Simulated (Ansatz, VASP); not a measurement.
RbSi6 in VASP and in Ansatz

```xyz
7
Lattice="-3.4355 3.4355 3.4355 3.4355 -3.4355 3.4355 3.4355 3.4355 -3.4355" Properties=species:S:1:pos:R:3 pbc="T T T"
Rb    0.0000    0.0000    0.0000
Si    0.0000    3.4355    1.7178
Si    3.4355    0.0000    1.7178
Si    1.7178    3.4355    0.0000
Si    0.0000    1.7178    3.4355
Si    1.7178    0.0000    3.4355
Si    3.4355    1.7178    0.0000
```

Alike in both runs: task single point; functional PBE; k mesh 8 × 8 × 8; occupations gaussian, width 0.1 eV; no spin polarisation.

|  | VASP | Ansatz |
| --- | --- | --- |
| version | VASP 6.6.1 | Ansatz 0.2.0 |
| potentials or method | VASP PAW PBE potentials, release 64 (Rb_sv, Si), cutoff 520 eV | scalar-relativistic, plane waves, PAW |
| valence electrons in the cell | 33 | 33 |

|  | VASP | Ansatz | Ansatz less VASP |
| --- | --- | --- | --- |
| gap on the k mesh at the Fermi level (eV) | none | none | - |
| pressure (GPa) | -1.8 | -1.8 | +0.02 |

A gap of «none» marks a metal or a gap that the smearing closes. With one functional, cell and mesh, what is left measures potentials, basis and numerics.
